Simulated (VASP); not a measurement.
# W3Br (I4/mmm) in VASP: notebook, part 2 of 2

VASP 6.6.1. Earlier steps stand in the parts before.

**4. Relaxation of cell and atoms, PBE**

This run uses another cell than the first one, of 19.51 Å³/atom.

The input, INCAR:

```
PREC = Accurate
ENCUT = 600
EDIFF = 1E-6
ISMEAR = 0
SIGMA = 0.1
LREAL = False
LASPH = True
NELM = 80
ALGO = Normal
ISIF = 3
LWAVE = False
LCHARG = False
GGA = PE
IBRION = 2
NSW = 90
EDIFFG = -0.04
```

The input, KPOINTS:

```
Automatic mesh
0
Gamma
  6 6 6
```

The input, POSCAR:

```
W3Br
1.0
   -2.0592521889      2.0592521889      4.5998880064
    2.0592521889     -2.0592521889      4.5998880064
    2.0592521889      2.0592521889     -4.5998880064
W Br
3 1
Direct
    0.5000000000      0.5000000000      0.0000000000
    0.2500000000      0.7500000000      0.5000000000
    0.7500000000      0.2500000000      0.5000000000
    0.0000000000      0.0000000000      0.0000000000
```

Potentials or basis: VASP PAW PBE potentials, release 64 (W_sv, Br).

Run with:

```bash
> cat potpaw_PBE.64/W_sv/POTCAR potpaw_PBE.64/Br/POTCAR > POTCAR
> mpirun -np 1 vasp_std > vasp.out
```

OUTCAR:

```text
PREC = Accurate
   ENCUT = 600
   EDIFF = 1E-6
   ISMEAR = 0
   LREAL = False
   LASPH = True
   NELM = 80
   ISIF = 3
   GGA = PE
   IBRION = 2
   NSW = 90
   EDIFFG = -0.04

 ion  position               nearest neighbor table
   1  0.500  0.500  0.000-   4 2.91   4 2.91   4 2.91   4 2.91   2 3.09   2 3.09   3 3.09   3 3.09
                             3 3.09   2 3.09   3 3.09   2 3.09
   2  0.250  0.750  0.500-   3 2.91   3 2.91   3 2.91   3 2.91   4 3.09   4 3.09   1 3.09   1 3.09
                             4 3.09   1 3.09   4 3.09   1 3.09
   3  0.750  0.250  0.500-   2 2.91   2 2.91   2 2.91   2 2.91   1 3.09   1 3.09   4 3.09   4 3.09
                             4 3.09   1 3.09   4 3.09   1 3.09
   4  0.000  0.000  0.000-   1 2.91   1 2.91   1 2.91   1 2.91   3 3.09   3 3.09   2 3.09   2 3.09
                             3 3.09   2 3.09   3 3.09   2 3.09

  LATTYP: Found a body centered tetragonal cell.
 ALAT       =     4.1185043778
 C/A-ratio  =     2.2337662338

  Lattice vectors:

[... 190 lines left out ...]
 fundamental gap:      0.0481555357
 Fermi energy:         8.5792942610

 k-point     1 :       0.0000    0.0000    0.0000
  band No.  band energies     occupation
      1     -65.8091      2.00000
      2     -65.7695      2.00000
      3     -65.7479      2.00000
      4     -30.1296      2.00000
      5     -30.1152      2.00000
      6     -30.1152      2.00000
[... 1024 lines left out ...]
--------------------------------------- Ionic step        8  -------------------------------------------

 number of electron      49.0000001 magnetization

 Free energy of the ion-electron system (eV)
  ---------------------------------------------------
  ext. energy  EPLUGINS =         0.00000000
  ---------------------------------------------------
  free energy    TOTEN  =       -34.83644835 eV

  energy without entropy =      -34.81795197  energy(sigma->0) =      -34.82720016

 E-fermi :  10.6421     XC(G=0): -12.8699

 val. band max:       10.6419880880   @ k =  -0.1667  -0.3333   0.1667
 cond. band min:      10.6470477595   @ k =  -0.3333   0.5000   0.1667
 fundamental gap:      0.0050596715
 Fermi energy:        10.6421237035

 k-point     1 :       0.0000    0.0000    0.0000
  band No.  band energies     occupation
      1     -63.5800      2.00000
      2     -63.4972      2.00000
      3     -63.4492      2.00000
      4     -28.1104      2.00000
      5     -28.1104      2.00000
      6     -28.0896      2.00000
[... 790 lines left out ...]
  FREE ENERGIE OF THE ION-ELECTRON SYSTEM (eV)
  ---------------------------------------------------
  free  energy   TOTEN  =       -34.8364483459 eV

  energy  without entropy=      -34.8179519658  energy(sigma->0) =      -34.82720016

 reached required accuracy - stopping structural energy minimisation
```

It took 13 min on 1 thread of Intel Xeon 6975P-C (Granite Rapids), shared host; peak memory 0.39 GiB.

What came out:

* Free energy: -34.8364 eV
* Relaxed volume: 16.79 Å³/atom
* Relaxed cell: a = 5.244 Å, b = 5.244 Å, c = 5.244 Å, α = 136.61°, β = 136.61°, γ = 63.03°
* Space group after relaxing (to 0.1 Å): I4/mmm (No. 139)
* Pressure after relaxing: 0.3 GPa
* Band gap on the k mesh: zero (an odd number of electrons rules out a gap without spin polarisation)

Final structure:
```
W Br
1.0
    -1.93827    1.93827    4.47015
     1.93827   -1.93827    4.47015
     1.93827    1.93827   -4.47015
W Br
3 1
Direct
  0.50000 0.50000 0.00000
  0.25000 0.75000 0.50000
  0.75000 0.25000 0.50000
  0.00000 0.00000 0.00000
```

Caveat: spin-orbit coupling is left out, which moves the levels of the heavy elements.

**5. Single point, PBE**

The input, INCAR:

```
PREC     = Accurate       # precision mode
ENCUT    = 520            # plane-wave cutoff, eV
EDIFF    = 1E-6           # SCF threshold, eV
ISMEAR   = 0              # smearing method
SIGMA    = 0.1            # smearing width, eV
LREAL    = False          # projectors in reciprocal space
LASPH    = True           # aspherical terms in the spheres
NELM     = 60             # most SCF steps
ALGO     = Normal         # electronic algorithm
ISIF     = 2              # what is computed and relaxed
LWAVE    = False          # write WAVECAR
LCHARG   = False          # write CHGCAR
GGA      = PE             # functional
NBANDS   = 32             # bands
```

The input, KPOINTS:

```
Automatic mesh
0
Gamma
  16 16 16
```

The input, POSCAR:

```
W3Br
1.0
   -1.9247757908      1.9247757908      4.5337072879
    1.9247757908     -1.9247757908      4.5337072879
    1.9247757908      1.9247757908     -4.5337072879
W Br
3 1
Direct
    0.5000000000      0.5000000000      0.0000000000
    0.2500000000      0.7500000000      0.5000000000
    0.7500000000      0.2500000000      0.5000000000
    0.0000000000      0.0000000000      0.0000000000
```

Run with:

```bash
> cat potpaw_PBE.64/W_sv/POTCAR potpaw_PBE.64/Br/POTCAR > POTCAR
> mpirun -np 1 vasp_std > vasp.out
```

Run time: 20 min. Hardware: 1 thread of Intel Xeon 6975P-C (Granite Rapids), shared host; peak memory 0.7 GiB.

It converged, with:

```
Free energy            : -34.8342 eV
Pressure               : 0.4 GPa
Band gap on the k mesh : zero (an odd number of electrons rules out a gap without spin polarisation)
```

Stress tensor (GPa, compression positive):
```
0.43 0.00 0.00
0.00 0.43 0.00
0.00 0.00 0.26
```

Levels at points of the mesh, in eV from the Fermi level:
| k point | band 21 | band 22 | band 23 | band 24 | band 25 | band 26 | band 27 | band 28 | band 29 | band 30 |
| --- | --- | --- | --- | --- | --- | --- | --- | --- | --- | --- |
| (0.00, 0.00, 0.00) | -3.07 | -1.42 | -1.42 | -0.57 | -0.43 | -0.43 | 0.39 | 0.90 | 1.85 | 1.85 |
| (0.50, 0.00, 0.00) | -1.44 | -1.10 | -0.97 | -0.88 | -0.60 | -0.15 | 0.27 | 0.42 | 1.75 | 2.80 |
| (0.50, 0.50, 0.00) | -1.98 | -1.97 | -0.52 | 0.10 | 0.14 | 0.57 | 0.73 | 0.77 | 1.68 | 2.42 |
| (0.50, 0.50, 0.50) | -3.87 | -3.81 | -1.18 | -0.99 | 0.08 | 0.81 | 1.83 | 1.83 | 2.80 | 2.80 |

Caveat: spin-orbit coupling is left out, which moves the levels of the heavy elements.

**6. The runs side by side**

| task | cell | k mesh | cutoff (eV) | gap on the mesh (eV) | pressure (GPa) |
| --- | --- | --- | --- | --- | --- |
| single point | a = 5.245 Å, angles 136.7, 136.7, 62.9°, 4 atoms | 6 × 6 × 6 | 520 | none | 0.6 |
| single point | a = 5.444 Å, angles 135.6, 135.6, 64.7°, 4 atoms | 6 × 6 × 6 | 520 | none | -20.7 |
| relaxation of cell and atoms | relaxed from a = 5.444 Å, angles 135.6, 135.6, 64.7°, 4 atoms | 6 × 6 × 6 | 600 | none | 0.3 |
| single point | a = 5.288 Å, angles 137.3, 137.3, 62.0°, 4 atoms | 16 × 16 × 16 | 520 | none | 0.4 |

Alike in all rows: level PBE; potentials or basis VASP PAW PBE potentials, release 64 (W_sv, Br); no spin polarisation; smearing gaussian 0.1 eV.

Caveats: spin-orbit coupling is left out, which moves the levels of the heavy elements; the cell stands under tension (at least some runs).

Absolute energies hang on the potentials; compare differences alone.

The gap in the log of VASP goes by the Fermi energy; the results here count the filled bands.